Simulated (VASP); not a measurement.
**TaHg: relaxation of cell and atoms with PBE**

TaHg:

```
Ta Hg
1.0
     3.32377    0.00000    0.00000
    -1.66188    2.87847    0.00000
     0.00000    0.00000    9.77302
Ta Hg
2 2
Direct
  0.33333 0.66667 0.37838
  0.66667 0.33333 0.62162
  0.33333 0.66667 0.87164
  0.66667 0.33333 0.12836
```

- Program: VASP 6.6.1
- Task: relaxation of cell and atoms
- Functional: PBE
- Potentials or basis: VASP PAW PBE potentials, release 64 (Ta_pv, Hg)
- Cutoff: 500 eV
- k mesh: 6 × 6 × 2
- Occupations: gaussian, width 0.1 eV
- Spin: no spin polarisation
- Dipole correction: no
- Further INCAR settings: ALGO = Normal; EDIFF = 1e-07; IBRION = 2; EDIFFG = -0.04; NSW = 90; ISIF = 3

```yaml
Relaxed_volume: 20.31 Å³/atom
Relaxed_cell: a = 3.076 Å, b = 3.076 Å, c = 9.918 Å, α = 90.00°, β = 90.00°, γ = 120.00°
Space_group_after_relaxing_to_0.05_Å: P-3m1 (No. 164)
Energy_gained_by_relaxing: 200.5 meV/atom
Ionic_steps: 13
Pressure_after_relaxing: -0.1 GPa
Largest_force_after_relaxing: 0.026 eV/Å
Band_gap_on_the_k_mesh: zero (band 23 reaches 4.86 eV, above the bottom of band 24 at 4.50 eV)
```

Forces on the atoms (eV/Å):
```
Ta   0.000  0.000  0.026
Ta   0.000  0.000 -0.026
Hg   0.000  0.000  0.007
Hg   0.000  0.000 -0.007
```

Stress tensor (GPa, compression positive):
```
-0.19  0.00  0.00
 0.00 -0.19  0.00
 0.00  0.00 -0.07
```

The path:
| step | energy change (eV) | largest force (eV/Å) | pressure (GPa) | volume (Å³) |
| --- | --- | --- | --- | --- |
| 1 | 0.0000 | 1.1026 | -13.71 | 93.50 |
| 2 | 0.3151 | 0.8949 | 31.95 | 68.94 |
| 3 | -0.6817 | 0.3625 | 0.07 | 80.99 |
| 4 | -0.6825 | 0.3391 | 0.61 | 80.67 |
| 5 | -0.7626 | 0.2916 | 0.49 | 80.64 |
| 6 | -0.7877 | 0.3096 | 0.89 | 80.53 |
| 7 | -0.7883 | 0.3079 | 0.81 | 80.55 |
| 8 | -0.7953 | 0.1712 | -1.36 | 81.82 |
| 9 | -0.7961 | 0.2017 | -0.85 | 81.51 |
| 10 | -0.8013 | 0.0547 | 0.16 | 80.90 |
| 11 | -0.8013 | 0.0483 | 0.09 | 80.94 |
| 12 | -0.8016 | 0.0414 | 0.01 | 81.04 |
| 13 | -0.8018 | 0.0260 | -0.15 | 81.25 |

Final structure:
```
Ta Hg
1.0
     3.07564    0.00000    0.00000
    -1.53782    2.66358    0.00000
     0.00000    0.00000    9.91797
Ta Hg
2 2
Direct
  0.33333 0.66667 0.38372
  0.66667 0.33333 0.61628
  0.33333 0.66667 0.86460
  0.66667 0.33333 0.13540
```

Levels at points of the mesh, in eV from the Fermi level:
| k point | band 20 | band 21 | band 22 | band 23 | band 24 | band 25 | band 26 | band 27 |
| --- | --- | --- | --- | --- | --- | --- | --- | --- |
| (0.00, 0.00, 0.00) | -3.76 | -1.32 | 0.22 | 0.22 | 0.37 | 0.46 | 0.46 | 2.64 |
| (0.50, 0.00, 0.00) | -2.23 | -2.22 | -1.45 | -0.57 | 0.54 | 0.61 | 1.97 | 2.18 |
| (0.00, 0.00, 0.50) | -4.47 | -1.89 | 0.22 | 0.22 | 0.31 | 0.46 | 0.46 | 2.64 |
| (0.50, 0.00, 0.50) | -2.50 | -1.97 | -1.05 | -0.96 | 0.36 | 0.57 | 2.28 | 2.66 |

Wall time 120 s on 1 thread of Intel(R) Xeon(R) 6975P-C (Granite Rapids), with other jobs on the host, peak memory 0.22 GiB.

Caveat: the k points lie up to 0.39 Å⁻¹ apart in the final cell; spin-orbit coupling is left out, which moves the levels of the heavy elements.
